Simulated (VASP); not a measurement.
# Na5H (P6/mmm) in VASP: notebook, part 2 of 3

VASP 6.6.1.

### Step 3. Single point, PBE

This run uses another cell than the first one, of 37.72 Å³/atom, 2.120 times its volume.

Contents of INCAR:

```
SYSTEM = Na5H
ALGO = Normal
EDIFF = 1E-6
ENCUT = 520
GGA = PE
ISIF = 2
ISMEAR = 0
LASPH = .TRUE.
LCHARG = .TRUE.
LELF = .TRUE.
LREAL = .FALSE.
LVHAR = .TRUE.
LWAVE = .FALSE.
NBANDS = 27
NELM = 80
PREC = Accurate
SIGMA = 0.1
```

Contents of KPOINTS:

```
k-points
0
G
  6 6 4
  0 0 0
```

Contents of POSCAR:

```
Na5H
1.0
    6.5915837649     -0.0000000036      0.0000000000
   -3.2957918794      5.7084789934      0.0000000000
    0.0000000000      0.0000000000      6.0149646471
Na H
5 1
Direct
    0.0000000000      0.5000000000      0.5000000000
    0.3333333333      0.6666666667      0.0000000000
    0.6666666667      0.3333333333      0.0000000000
    0.5000000000      0.0000000000      0.5000000000
    0.5000000000      0.5000000000      0.5000000000
    0.0000000000      0.0000000000      0.0000000000
```

Potentials or basis: VASP PAW PBE potentials, release 64 (Na_pv, H).

Run with:

```
cat potpaw_PBE.64/Na_pv/POTCAR potpaw_PBE.64/H/POTCAR > POTCAR
mpirun -np 1 vasp_std > vasp.out
```

OUTCAR:

```text
SYSTEM = Na5H
   EDIFF = 1E-6
   ENCUT = 520
   GGA = PE
   ISIF = 2
   ISMEAR = 0
   LASPH = .TRUE.
   LREAL = .FALSE.
   NELM = 80
   PREC = Accurate

 ion  position               nearest neighbor table
   1  0.000  0.500  0.500-
   2  0.333  0.667  0.000-
   3  0.667  0.333  0.000-
   4  0.500  0.000  0.500-
   5  0.500  0.500  0.500-
   6  0.000  0.000  0.000-

  LATTYP: Found a hexagonal cell.
 ALAT       =     6.5915837649
 C/A-ratio  =     0.9125219161

  Lattice vectors:

 A1 = (   6.5915837649,  -0.0000000036,   0.0000000000)
 A2 = (  -3.2957918794,   5.7084789934,   0.0000000000)
 A3 = (   0.0000000000,   0.0000000000,   6.0149646471)

Analysis of symmetry for initial positions (statically):
=====================================================================
 Subroutine PRICEL returns:
 Original cell was already a primitive cell.

 Routine SETGRP: Setting up the symmetry group for a
 hexagonal supercell.

 Subroutine GETGRP returns: Found 24 space group operations
 (whereof 24 operations were pure point group operations)
 out of a pool of 24 trial point group operations.

The static configuration has the point symmetry D_6h.

Analysis of symmetry for dynamics (positions and initial velocities):
=====================================================================
 Subroutine PRICEL returns:
 Original cell was already a primitive cell.

 Routine SETGRP: Setting up the symmetry group for a
 hexagonal supercell.

 Subroutine GETGRP returns: Found 24 space group operations
 (whereof 24 operations were pure point group operations)
 out of a pool of 24 trial point group operations.

The dynamic configuration has the point symmetry D_6h.

 Subroutine INISYM returns: Found 24 space group operations
 (whereof 24 operations are pure point group operations),
 and found     1 'primitive' translations

----------------------------------------------------------------------------------------

                                     Primitive cell

  volume of cell :     226.3306

  direct lattice vectors                    reciprocal lattice vectors
     6.591583765 -0.000000004  0.000000000     0.151708608  0.087589006  0.000000000
    -3.295791879  5.708478993  0.000000000     0.000000000  0.175178012  0.000000000
     0.000000000  0.000000000  6.014964647     0.000000000  0.000000000  0.166252016

  length of vectors
     6.591583765  6.591583765  6.014964647     0.175178012  0.175178012  0.166252016

  position of ions in fractional coordinates (direct lattice)
     0.000000000  0.500000000  0.500000000
     0.333333333  0.666666667  0.000000000
     0.666666667  0.333333333  0.000000000
     0.500000000  1.000000000  0.500000000
     0.500000000  0.500000000  0.500000000
     0.000000000  0.000000000  0.000000000

  ion indices of the primitive-cell ions
   primitive index   ion index
                 1           1
                 2           2
                 3           3
                 4           4
                 5           5
                 6           6
[... 21 lines left out ...]

 Subroutine IBZKPT returns following result:
 ===========================================

 Found     21 irreducible k-points:

 Following reciprocal coordinates:
            Coordinates               Weight
  0.000000  0.000000  0.000000      1.000000
  0.166667  0.000000  0.000000      6.000000
  0.333333  0.000000  0.000000      6.000000
  0.500000 -0.000000  0.000000      3.000000
  0.166667  0.166667  0.000000      6.000000
  0.333333  0.166667  0.000000     12.000000
[... 13 lines left out ...]
  0.333333  0.166667  0.500000     12.000000
  0.333333  0.333333  0.500000      2.000000
   k-points           NKPTS =     21   k-points in BZ     NKDIM =     21   number of bands    NBANDS=     27
   number of dos      NEDOS =    301   number of ions     NIONS =      6
   total plane-waves  NPLWV = 120000
   dimension x,y,z NGX =    50 NGY =   50 NGZ =   48
   dimension x,y,z NGXF=   100 NGYF=  100 NGZF=   96
   ions per type =               5   1
   NGX,Y,Z   is equivalent  to a cutoff of  12.61, 12.61, 13.27 a.u.
   NGXF,Y,Z  is equivalent  to a cutoff of  25.22, 25.22, 26.53 a.u.
 SYSTEM =  Na5H
   PREC   = accura    normal or accurate (medium, high low for compatibility)
   ISTART =      0    job   : 0-new  1-cont  2-samecut
   ICHARG =      2    charge: 1-file 2-atom 10-const
   ISPIN  =      1    spin polarized calculation?
   LNONCOLLINEAR =      F non collinear calculations
   LSORBIT =      F    spin-orbit coupling
   LASPH  =      T    aspherical Exc in radial PAW
   ENCUT  =  520.0 eV  38.22 Ry    6.18 a.u.  12.26 12.26 11.18*2*pi/ulx,y,z
   NELM   =     80;   NELMIN=  2; NELMDL= -5     # of ELM steps
   EDIFF  = 0.1E-05   stopping-criterion for ELM
   LREAL  =      F    real-space projection
   EDIFFG = 0.1E-04   stopping-criterion for IOM
   NSW    =      0    number of steps for IOM
   IBRION =     -1    ionic relax: 0-MD 1-quasi-New 2-CG
   NFREE  =      0    steps in history (QN), initial steepest desc. (CG)
   ISIF   =      2    stress and relaxation
   ISYM   =      2    0-nonsym 1-usesym 2-fastsym
   POTIM  = 0.5000    time-step for ionic-motion
   TEBEG  =    0.0;   TEEND  =   0.0 temperature during run
   PSTRESS=    0.0 pullay stress
   NELECT =      36.0000    total number of electrons
   NUPDOWN=      -1.0000    fix difference up-down
   EMIN   =  10.00;   EMAX   =-10.00  energy-range for DOS
   EFERMI =   0.00;   METHOD = LEGACY
   ISMEAR =     0;   SIGMA  =   0.10  broadening in eV -4-tet -1-fermi 0-gaus
   EFERMI_NEDOS =   21; number of points for ismear=-14 and -15
   IALGO  =     38    algorithm
   IMIX   =      4    mixing-type and parameters
     AMIX     =   0.40;   BMIX     =  1.00
     AMIX_MAG =   1.60;   BMIX_MAG =  1.00
  volume/ion in A,a.u.               =      37.72       254.56
  Fermi-wavevector in a.u.,A,eV,Ry     =   0.887009  1.676204 10.704854  0.786785
  Thomas-Fermi vector in A             =   2.008250
   LORBIT       =      0    0 simple, 1 ext, 2 COOP (PROOUT), +10 PAW based schemes
   GGA     = PE    functional components
   LHFCALC =     F    Hartree Fock is set to
   AEXX    =    0.0000 exact exchange contribution
   IVDW    =     0    specifies the selected vdW correction
   LEPSILON=     F    determine dielectric tensor
   LRPA    =     F    only Hartree local field effects (RPA)
 non-spin polarized calculation
 Gauss-broadening in eV      SIGMA  =   0.10
  energy-cutoff  :      520.00
  volume of cell :      226.33
 maximum number of plane-waves:      6131
 NGX is ok and might be reduce to    50
   NGX = 25   NGY = 25   NGZ = 23

 number of electron      35.9999988 magnetization

 Free energy of the ion-electron system (eV)
  ---------------------------------------------------
  ext. energy  EPLUGINS =         0.00000000
  ---------------------------------------------------
  free energy    TOTEN  =        -7.64730081 eV

  energy without entropy =       -7.63981305  energy(sigma->0) =       -7.64355693

 E-fermi :  -0.3053     XC(G=0):  -5.9760

 val. band max:       -0.3816757442   @ k =   0.3333   0.0000   0.5000
 cond. band min:      -0.2402298059   @ k =   0.1667   0.0000   0.5000
 fundamental gap:      0.1414459383
 Fermi energy:        -0.3053462947

 k-point     1 :       0.0000    0.0000    0.0000
  band No.  band energies     occupation
      1     -25.6275      2.00000
      2     -25.6275      2.00000
      3     -25.6247      2.00000
      4     -25.6185      2.00000
      5     -25.6177      2.00000
      6     -25.6177      2.00000
[... 619 lines left out ...]
     26       4.2395      0.00000
     27       4.8619      0.00000

------------------------ aborting loop because EDIFF is reached ----------------------------------------

  FORCE on cell =-STRESS in cart. coord.  units (eV):
  Direction    XX          YY          ZZ          XY          YZ          ZX
  --------------------------------------------------------------------------------------
  -------------------------------------------------------------------------------------
  Total        0.0224337      0.0224337      0.3452765     -0.0000000     -0.0000000      0.0000000
  in kB        0.1588064      0.1588064      2.4441864     -0.0000000     -0.0000000      0.0000000
  external PRESSURE =       0.9205997 kB  Pullay stress =       0.0000000 kB

 VOLUME and BASIS-vectors are now :
 -----------------------------------------------------------------------------
  energy-cutoff  :      520.00
  volume of cell :      226.33
      direct lattice vectors                 reciprocal lattice vectors
     6.591583765 -0.000000004  0.000000000     0.151708608  0.087589006  0.000000000
    -3.295791879  5.708478993  0.000000000     0.000000000  0.175178012  0.000000000
     0.000000000  0.000000000  6.014964647     0.000000000  0.000000000  0.166252016

 POSITION                                       TOTAL-FORCE (eV/Angst)
 -----------------------------------------------------------------------------------
     -1.64790      2.85424      3.00748        -0.000000     -0.000000      0.000000
      0.00000      3.80565      0.00000         0.000000      0.000000     -0.000000
      3.29579      1.90283      0.00000        -0.000000      0.000000      0.000000
      3.29579     -0.00000      3.00748        -0.000000     -0.000000      0.000000
      1.64790      2.85424      3.00748        -0.000000     -0.000000      0.000000
      0.00000      0.00000      0.00000        -0.000000     -0.000000      0.000000
 -----------------------------------------------------------------------------------
    total drift:                                0.000000     -0.000000      0.000000

  FREE ENERGIE OF THE ION-ELECTRON SYSTEM (eV)
  ---------------------------------------------------
  free  energy   TOTEN  =        -7.6473008102 eV

  energy  without entropy=       -7.6398130514  energy(sigma->0) =       -7.64355693
```

OSZICAR:

```text
N       E                     dE             d eps       ncg     rms          rms(c)
DAV:   1     0.285984096665E+03    0.28598E+03   -0.18226E+04  1246   0.121E+03
DAV:   2     0.122609774535E+02   -0.27372E+03   -0.27006E+03  1164   0.349E+02
DAV:   3    -0.771469593315E+01   -0.19976E+02   -0.19414E+02  1285   0.112E+02
DAV:   4    -0.846959777267E+01   -0.75490E+00   -0.75192E+00  1309   0.175E+01
DAV:   5    -0.848182637755E+01   -0.12229E-01   -0.12228E-01  1277   0.281E+00    0.375E+00
DAV:   6    -0.765260939349E+01    0.82922E+00   -0.78074E-01  1321   0.215E+00    0.960E-01
DAV:   7    -0.764107055586E+01    0.11539E-01   -0.55368E-01  1294   0.170E+00    0.953E-01
DAV:   8    -0.772887580345E+01   -0.87805E-01   -0.72300E-01  1457   0.198E+00    0.131E+00
DAV:   9    -0.765369390065E+01    0.75182E-01   -0.11538E-01  1427   0.788E-01    0.516E-01
DAV:  10    -0.764650552440E+01    0.71884E-02   -0.84239E-02  1366   0.490E-01    0.161E-01
DAV:  11    -0.764720001622E+01   -0.69449E-03   -0.16767E-02  1170   0.273E-01    0.488E-02
DAV:  12    -0.764727839218E+01   -0.78376E-04   -0.62444E-04  1250   0.792E-02    0.228E-02
DAV:  13    -0.764732768273E+01   -0.49291E-04   -0.25317E-04  1330   0.388E-02    0.291E-02
DAV:  14    -0.764730024907E+01    0.27434E-04   -0.11295E-04  1054   0.239E-02    0.639E-03
DAV:  15    -0.764730057693E+01   -0.32786E-06   -0.18946E-05  1029   0.939E-03    0.189E-03
DAV:  16    -0.764730081016E+01   -0.23323E-06   -0.19241E-06   983   0.347E-03
   1 F= -.76473008E+01 E0= -.76435569E+01  d E =-.748776E-02
```

stdout:

```text
POSCAR found type information on POSCAR NaH
 POSCAR found :  2 types and       6 ions
 scaLAPACK will be used
 LDA part: xc-table for (Slater+PW92), standard interpolation
 POSCAR, INCAR and KPOINTS ok, starting setup
 FFT: planning ... GRIDC
 FFT: planning ... GRID_SOFT
 FFT: planning ... GRID
 WAVECAR not read
 entering main loop
```

It took 3.4 min on 1 thread of AMD EPYC 7R43 (Zen 3), shared host; peak memory 0.33 GiB.

Results:

| Property | Result |
| --- | --- |
| Free energy | -7.6473 eV |
| Pressure | 0.1 GPa |
| Band gap on the k mesh | zero (band 18 reaches 0.45 eV, above the bottom of band 19 at -0.94 eV) |

Stress tensor (GPa, compression positive):
```
0.02 0.00 0.00
0.00 0.02 0.00
0.00 0.00 0.24
```

Levels at points of the mesh, in eV from the Fermi level:
```tsv
k point	band 15	band 16	band 17	band 18	band 19	band 20	band 21	band 22
(0.00, 0.00, 0.00)	-25.10	-3.11	-0.57	0.75	0.96	1.54	1.54	1.94
(0.50, 0.00, 0.00)	-25.10	-2.07	-1.96	-0.52	0.72	1.69	1.96	2.26
(0.00, 0.00, 0.50)	-25.10	-2.19	-2.05	0.23	1.24	2.37	2.37	2.57
(0.50, 0.00, 0.50)	-25.10	-1.49	-1.23	-0.77	-0.63	0.60	1.62	1.71
```

[end of part 2 of 3]
